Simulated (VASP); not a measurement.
# Sb (R-3m) in VASP: further runs

Sb is run at these levels: LDA, PBEsol; tasks: single point.

All numbers are computed with VASP 6.6.1; they aren't measurements. Logs are shortened: lines on timing, memory, paths and dates and some standing lists are left out, and cuts for length are marked.

## (1) The cell of the first run

The structure is trigonal, space group R-3m (No. 166). Conventional cell: a = 4.308 Å, b = 4.308 Å, c = 11.274 Å, α = 90.00°, β = 90.00°, γ = 120.00°. Within 3.8 Å of Sb (site symmetry 3m) lie 6 Sb at 2.91 to 3.35 Å.

## (2) Single point, LDA

File INCAR:

```
  ALGO = Normal
  EDIFF = 1E-6
  ENCUT = 500
  GGA = CA
  GGA_COMPAT = F
  ISIF = 2
  ISMEAR = -1
  LASPH = T
  LCHARG = F
  LREAL = F
  LWAVE = F
  NBANDS = 22
  NELM = 120
  PREC = Accurate
  SIGMA = 0.05
```

File KPOINTS:

```
k-points
0
Gamma
  8 8 8
```

File POSCAR:

```
Sb
1.0
    2.1542000000      1.2437279499      3.7580000000
   -2.1542000000      1.2437279499      3.7580000000
    0.0000000000     -2.4874558998      3.7580000000
Sb
2
Direct
    0.7665100000      0.7665100000      0.7665100000
    0.2334900000      0.2334900000      0.2334900000
```

Potentials or basis: VASP PAW LDA potentials, release 64 (Sb_d_GW).

Started as:

```sh
cat potpaw_LDA.64/Sb_d_GW/POTCAR > POTCAR
mpirun -np 1 vasp_std > vasp.out
```

OUTCAR:

```text
EDIFF = 1E-6
   ENCUT = 500
   GGA = CA
   ISIF = 2
   ISMEAR = -1
   LASPH = T
   LREAL = F
   NELM = 120
   PREC = Accurate

 ion  position               nearest neighbor table
   1  0.767  0.767  0.767-   2 2.91   2 2.91   2 2.91   2 3.35   2 3.35   2 3.35
   2  0.233  0.233  0.233-   1 2.91   1 2.91   1 2.91   1 3.35   1 3.35   1 3.35

  LATTYP: Found a trigonal (rhomboedric) cell.
 ALAT       =     4.5066618304
 COS(alpha) =     0.5430253624

  Lattice vectors:

 A1 = (   2.1542000000,   1.2437279499,   3.7580000000)
 A2 = (  -2.1542000000,   1.2437279499,   3.7580000000)
 A3 = (   0.0000000000,  -2.4874558998,   3.7580000000)

Analysis of symmetry for initial positions (statically):
=====================================================================
 Subroutine PRICEL returns:
 Original cell was already a primitive cell.

 Routine SETGRP: Setting up the symmetry group for a
 trigonal (rhombohedral) supercell.

 Subroutine GETGRP returns: Found 12 space group operations
 (whereof 12 operations were pure point group operations)
 out of a pool of 12 trial point group operations.

The static configuration has the point symmetry D_3d.

Analysis of symmetry for dynamics (positions and initial velocities):
=====================================================================
 Subroutine PRICEL returns:
 Original cell was already a primitive cell.

 Routine SETGRP: Setting up the symmetry group for a
 trigonal (rhombohedral) supercell.

 Subroutine GETGRP returns: Found 12 space group operations
 (whereof 12 operations were pure point group operations)
 out of a pool of 12 trial point group operations.

The dynamic configuration has the point symmetry D_3d.

 Subroutine INISYM returns: Found 12 space group operations
 (whereof 12 operations are pure point group operations),
 and found     1 'primitive' translations

----------------------------------------------------------------------------------------

                                     Primitive cell

  volume of cell :      60.4115

  direct lattice vectors                    reciprocal lattice vectors
     2.154200000  1.243727950  3.758000000     0.232104726  0.134005726  0.088699663
    -2.154200000  1.243727950  3.758000000    -0.232104726  0.134005726  0.088699663
     0.000000000 -2.487455900  3.758000000     0.000000000 -0.268011452  0.088699663

  length of vectors
     4.506661830  4.506661830  4.506661830     0.282307932  0.282307932  0.282307932

  position of ions in fractional coordinates (direct lattice)
     0.766510000  0.766510000  0.766510000
     0.233490000  0.233490000  0.233490000

  ion indices of the primitive-cell ions
   primitive index   ion index
                 1           1
                 2           2

----------------------------------------------------------------------------------------

 KPOINTS: k-points

Automatic generation of k-mesh.
 Grid dimensions read from file:
 generate k-points for:    8    8    8

 Generating k-lattice:

  Cartesian coordinates                     Fractional coordinates (reciprocal lattice)
     0.029013091  0.016750716  0.011087458     0.125000000  0.000000000  0.000000000
    -0.029013091  0.016750716  0.011087458     0.000000000  0.125000000  0.000000000
     0.000000000 -0.033501431  0.011087458     0.000000000  0.000000000  0.125000000

  Length of vectors
     0.035288491  0.035288491  0.035288491

  Shift w.r.t. Gamma in fractional coordinates (k-lattice)
     0.000000000  0.000000000  0.000000000

 Subroutine IBZKPT returns following result:
 ===========================================

 Found     65 irreducible k-points:

 Following reciprocal coordinates:
            Coordinates               Weight
  0.000000  0.000000  0.000000      1.000000
  0.125000 -0.000000  0.000000      6.000000
  0.250000 -0.000000  0.000000      6.000000
  0.375000 -0.000000 -0.000000      6.000000
  0.500000 -0.000000  0.000000      3.000000
  0.125000  0.125000  0.000000      6.000000
[... 16 lines left out ...]
  0.250000  0.125000  0.125000      6.000000
  0.375000  0.125000  0.125000      6.000000
 [... further k-points ...]
   k-points           NKPTS =     65   k-points in BZ     NKDIM =     65   number of bands    NBANDS=     22
   number of dos      NEDOS =    301   number of ions     NIONS =      2
   total plane-waves  NPLWV =  46656
   dimension x,y,z NGX =    36 NGY =   36 NGZ =   36
   dimension x,y,z NGXF=    72 NGYF=   72 NGZF=   72
   ions per type =               2
   NGX,Y,Z   is equivalent  to a cutoff of  13.28, 13.28, 13.28 a.u.
   NGXF,Y,Z  is equivalent  to a cutoff of  26.56, 26.56, 26.56 a.u.
 SYSTEM =  unknown system
   PREC   = accura    normal or accurate (medium, high low for compatibility)
   ISTART =      0    job   : 0-new  1-cont  2-samecut
   ICHARG =      2    charge: 1-file 2-atom 10-const
   ISPIN  =      1    spin polarized calculation?
   LNONCOLLINEAR =      F non collinear calculations
   LSORBIT =      F    spin-orbit coupling
   LASPH  =      T    aspherical Exc in radial PAW
   ENCUT  =  500.0 eV  36.75 Ry    6.06 a.u.   8.22  8.22  8.22*2*pi/ulx,y,z
   NELM   =    120;   NELMIN=  2; NELMDL= -5     # of ELM steps
   EDIFF  = 0.1E-05   stopping-criterion for ELM
   LREAL  =      F    real-space projection
[... 7 lines left out ...]
   TEBEG  =    0.0;   TEEND  =   0.0 temperature during run
   PSTRESS=    0.0 pullay stress
   NELECT =      30.0000    total number of electrons
   NUPDOWN=      -1.0000    fix difference up-down
   EMIN   =  10.00;   EMAX   =-10.00  energy-range for DOS
   EFERMI =   0.00;   METHOD = LEGACY
   ISMEAR =    -1;   SIGMA  =   0.05  broadening in eV -4-tet -1-fermi 0-gaus
   EFERMI_NEDOS =   21; number of points for ismear=-14 and -15
   IALGO  =     38    algorithm
   IMIX   =      4    mixing-type and parameters
     AMIX     =   0.40;   BMIX     =  1.00
     AMIX_MAG =   1.60;   BMIX_MAG =  1.00
  volume/ion in A,a.u.               =      30.21       203.84
  Fermi-wavevector in a.u.,A,eV,Ry     =   1.296409  2.449858 22.866996  1.680677
  Thomas-Fermi vector in A             =   2.427867
   LORBIT       =      0    0 simple, 1 ext, 2 COOP (PROOUT), +10 PAW based schemes
   GGA     = CA    functional components
   LHFCALC =     F    Hartree Fock is set to
   AEXX    =    0.0000 exact exchange contribution
   IVDW    =     0    specifies the selected vdW correction
   LEPSILON=     F    determine dielectric tensor
   LRPA    =     F    only Hartree local field effects (RPA)
 non-spin polarized calculation
  energy-cutoff  :      500.00
  volume of cell :       60.41
 maximum number of plane-waves:      1552
 NGX is ok and might be reduce to    36
   NGX = 17   NGY = 17   NGZ = 17

 number of electron      30.0000008 magnetization

 Free energy of the ion-electron system (eV)
  ---------------------------------------------------
  ext. energy  EPLUGINS =         0.00000000
  ---------------------------------------------------
  free energy    TOTEN  =        -9.64244127 eV

  energy without entropy =       -9.63955324  energy(sigma->0) =       -9.64099726

 E-fermi :   5.2113     XC(G=0): -10.1521

 val. band max:        5.1749892920   @ k =   0.3750   0.2500   0.2500
 cond. band min:       5.2155088850   @ k =   0.3750   0.1250   0.1250
 fundamental gap:      0.0405195929
 Fermi energy:         5.2113123322

 k-point     1 :       0.0000    0.0000    0.0000
  band No.  band energies     occupation
      1     -24.2040      2.00000
      2     -24.2040      2.00000
      3     -24.1124      2.00000
      4     -24.1124      2.00000
      5     -24.0885      2.00000
      6     -23.9976      2.00000
[... 14 lines left out ...]
     21      10.4457      0.00000
     22      11.7184      0.00000

 k-point     2 :       0.1250   -0.0000    0.0000
  band No.  band energies     occupation
      1     -24.1978      2.00000
      2     -24.1950      2.00000
      3     -24.1093      2.00000
      4     -24.1072      2.00000
      5     -24.0846      2.00000
      6     -24.0017      2.00000
[... 14 lines left out ...]
     21      10.4622      0.00000
     22      12.9231      0.00000

 k-point     3 :       0.2500   -0.0000    0.0000
  band No.  band energies     occupation
      1     -24.1812      2.00000
      2     -24.1694      2.00000
      3     -24.1019      2.00000
      4     -24.0928      2.00000
      5     -24.0731      2.00000
      6     -24.0138      2.00000
[... 14 lines left out ...]
     21      11.3224      0.00000
     22      15.2098      0.00000

 k-point     4 :       0.3750   -0.0000   -0.0000
  band No.  band energies     occupation
      1     -24.1614      2.00000
      2     -24.1326      2.00000
      3     -24.0940      2.00000
      4     -24.0727      2.00000
      5     -24.0574      2.00000
      6     -24.0364      2.00000
[... 14 lines left out ...]
     21      12.8468      0.00000
     22      15.2543      0.00000

 k-point     5 :       0.5000   -0.0000    0.0000
  band No.  band energies     occupation
      1     -24.1517      2.00000
      2     -24.1043      2.00000
      3     -24.0898      2.00000
      4     -24.0676      2.00000
      5     -24.0552      2.00000
      6     -24.0465      2.00000
[... 417 lines left out ...]
 k-point    22 :       0.1250    0.1250    0.1250
  band No.  band energies     occupation
      1     -24.1980      2.00000
      2     -24.1980      2.00000
      3     -24.1099      2.00000
      4     -24.1099      2.00000
      5     -24.0860      2.00000
      6     -23.9995      2.00000
[... 14 lines left out ...]
     21      10.5559      0.00000
     22      12.5527      0.00000

 k-point    23 :       0.2500    0.1250    0.1250
  band No.  band energies     occupation
      1     -24.1925      2.00000
      2     -24.1825      2.00000
      3     -24.1049      2.00000
      4     -24.1043      2.00000
      5     -24.0812      2.00000
      6     -24.0043      2.00000
[... 14 lines left out ...]
     21      11.3255      0.00000
     22      12.7960      0.00000

 k-point    24 :       0.3750    0.1250    0.1250
  band No.  band energies     occupation
      1     -24.1707      2.00000
      2     -24.1632      2.00000
      3     -24.0954      2.00000
      4     -24.0913      2.00000
      5     -24.0717      2.00000
      6     -24.0138      2.00000
[... 14 lines left out ...]
     21      12.4682      0.00000
     22      14.2647      0.00000

 [... further k-points ...]

------------------------ aborting loop because EDIFF is reached ----------------------------------------

  FORCE on cell =-STRESS in cart. coord.  units (eV):
  Direction    XX          YY          ZZ          XY          YZ          ZX
  --------------------------------------------------------------------------------------
  -------------------------------------------------------------------------------------
  Total       -0.4089687     -0.4089687     -0.5840365      0.0000000      0.0000000      0.0000000
  in kB      -10.8462895    -10.8462895    -15.4892753      0.0000000      0.0000000      0.0000000
  external PRESSURE =     -12.3939514 kB  Pullay stress =       0.0000000 kB

 VOLUME and BASIS-vectors are now :
 -----------------------------------------------------------------------------
  energy-cutoff  :      500.00
  volume of cell :       60.41
      direct lattice vectors                 reciprocal lattice vectors
     2.154200000  1.243727950  3.758000000     0.232104726  0.134005726  0.088699663
    -2.154200000  1.243727950  3.758000000    -0.232104726  0.134005726  0.088699663
     0.000000000 -2.487455900  3.758000000     0.000000000 -0.268011452  0.088699663

 POSITION                                       TOTAL-FORCE (eV/Angst)
 -----------------------------------------------------------------------------------
      0.00000      0.00000      8.64163         0.000000      0.000000     -0.021078
      0.00000      0.00000      2.63237         0.000000     -0.000000      0.021078
 -----------------------------------------------------------------------------------
    total drift:                                0.000000     -0.000000      0.000000

  FREE ENERGIE OF THE ION-ELECTRON SYSTEM (eV)
  ---------------------------------------------------
  free  energy   TOTEN  =        -9.6424412712 eV

  energy  without entropy=       -9.6395532394  energy(sigma->0) =       -9.64099726
```

It took 1.8 min on 1 thread of Intel Xeon Platinum 8259CL at 2.50GHz (Skylake/Cascade Lake), shared host; peak memory 0.22 GiB.

What came out:

```
Free energy            : -9.6424 eV
Pressure               : -1.2 GPa
Largest force          : 0.021 eV/Å
Band gap on the k mesh : zero (bands 15 and 16 overlap by 0.30 eV)
```

Forces on the atoms (eV/Å):
```
Sb   0.000  0.000 -0.021
Sb   0.000  0.000  0.021
```

Levels at points of the mesh, in eV from the Fermi level:
```
           k point  band 12  band 13  band 14  band 15  band 16  band 17  band 18  band 19
(0.00, 0.00, 0.00)    -4.99    -2.12    -1.85    -1.85     2.01     2.61     2.61     5.13
(0.50, 0.00, 0.00)    -9.73    -1.98    -1.88    -0.36    -0.30     0.10     0.43     7.51
(0.50, 0.50, 0.00)    -8.11    -5.50    -3.81    -3.71     1.50     4.81     5.39     6.77
(0.50, 0.50, 0.50)    -9.09    -1.36    -1.36    -0.58     0.06     0.06     1.01     6.92
```

Caveat: spin-orbit coupling is left out, which moves the levels of the heavy elements.

## (3) Single point, PBEsol

File INCAR:

```
SYSTEM = Sb
PREC = Accurate
ENCUT = 520
EDIFF = 1E-6
ISMEAR = -1
SIGMA = 0.05
LREAL = .FALSE.
LASPH = .TRUE.
NELM = 100
ALGO = Normal
ISIF = 2
LWAVE = .FALSE.
LCHARG = .FALSE.
GGA = PS
NBANDS = 12
```

File KPOINTS:

```
Automatic mesh
0
G
  6 6 6
  0 0 0
```

POSCAR is that of step 2.

Potentials or basis: VASP PAW PBE potentials, release 64 (Sb).

Started as:

```sh
cat potpaw_PBE.64/Sb/POTCAR > POTCAR
mpirun -np 1 vasp_std > vasp.out
```

OUTCAR:

```text
SYSTEM = Sb
   PREC = Accurate
   ENCUT = 520
   EDIFF = 1E-6
   ISMEAR = -1
   LREAL = .FALSE.
   LASPH = .TRUE.
   NELM = 100
   ISIF = 2
   GGA = PS

 ion  position               nearest neighbor table
   1  0.767  0.767  0.767-   2 2.91   2 2.91   2 2.91   2 3.35   2 3.35   2 3.35
   2  0.233  0.233  0.233-   1 2.91   1 2.91   1 2.91   1 3.35   1 3.35   1 3.35

  LATTYP: Found a trigonal (rhomboedric) cell.
 ALAT       =     4.5066618304
 COS(alpha) =     0.5430253624

[... 548 lines left out ...]

------------------------ aborting loop because EDIFF is reached ----------------------------------------

  FORCE on cell =-STRESS in cart. coord.  units (eV):
  Direction    XX          YY          ZZ          XY          YZ          ZX
  --------------------------------------------------------------------------------------
  -------------------------------------------------------------------------------------
  Total        0.1407422      0.1407422      0.0157632     -0.0000000     -0.0000000     -0.0000000
  in kB        3.7326342      3.7326342      0.4180571     -0.0000000     -0.0000000     -0.0000000
  external PRESSURE =       2.6277752 kB  Pullay stress =       0.0000000 kB

 VOLUME and BASIS-vectors are now :
 -----------------------------------------------------------------------------
  energy-cutoff  :      520.00
  volume of cell :       60.41
      direct lattice vectors                 reciprocal lattice vectors
     2.154200000  1.243727950  3.758000000     0.232104726  0.134005726  0.088699663
    -2.154200000  1.243727950  3.758000000    -0.232104726  0.134005726  0.088699663
     0.000000000 -2.487455900  3.758000000     0.000000000 -0.268011452  0.088699663

 POSITION                                       TOTAL-FORCE (eV/Angst)
 -----------------------------------------------------------------------------------
      0.00000      0.00000      8.64163         0.000000      0.000000     -0.069984
      0.00000      0.00000      2.63237         0.000000      0.000000      0.069984
 -----------------------------------------------------------------------------------
    total drift:                                0.000000     -0.000000     -0.000000

  FREE ENERGIE OF THE ION-ELECTRON SYSTEM (eV)
  ---------------------------------------------------
  free  energy   TOTEN  =        -9.1311999477 eV

  energy  without entropy=       -9.1284773060  energy(sigma->0) =       -9.12983863
```

OSZICAR:

```text
N       E                     dE             d eps       ncg     rms          rms(c)
DAV:   1     0.335610351723E+02    0.33561E+02   -0.35196E+03   768   0.652E+02
DAV:   2    -0.714950834520E+01   -0.40711E+02   -0.39292E+02  1000   0.106E+02
DAV:   3    -0.913085243747E+01   -0.19813E+01   -0.19698E+01   944   0.260E+01
DAV:   4    -0.914735605401E+01   -0.16504E-01   -0.16502E-01   908   0.286E+00
DAV:   5    -0.914755920988E+01   -0.20316E-03   -0.20315E-03   920   0.348E-01    0.289E+00
DAV:   6    -0.913743946309E+01    0.10120E-01   -0.21378E-03   904   0.268E-01    0.173E+00
DAV:   7    -0.913114786512E+01    0.62916E-02   -0.55119E-03   900   0.421E-01    0.529E-02
DAV:   8    -0.913119473308E+01   -0.46868E-04   -0.14401E-04   892   0.787E-02    0.122E-02
DAV:   9    -0.913120040485E+01   -0.56718E-05   -0.70576E-06   944   0.170E-02    0.429E-03
DAV:  10    -0.913119994773E+01    0.45713E-06   -0.34955E-07   580   0.359E-03
   1 F= -.91311999E+01 E0= -.91298386E+01  d E =-.272264E-02
```

It took 12 s on 1 thread of AMD EPYC 9R45 (Zen 5), shared host; peak memory 0.17 GiB.

Results:

| Item | Value |
| --- | --- |
| Free energy | -9.1312 eV |
| Pressure | 0.3 GPa |
| Largest force | 0.070 eV/Å |
| Band gap on the k mesh | zero (bands 5 and 6 overlap by 0.29 eV) |

Forces in eV/Å, atoms in the order of the input:
```
Sb   0.000  0.000 -0.070
Sb   0.000  0.000  0.070
```

Caveat: the PAW data sets were made with another functional, which shifts forces and pressure a little; spin-orbit coupling is left out, which moves the levels of the heavy elements.

[end of part 1 of 2]

The gap in the log of VASP goes by the Fermi energy; the results here count the filled bands.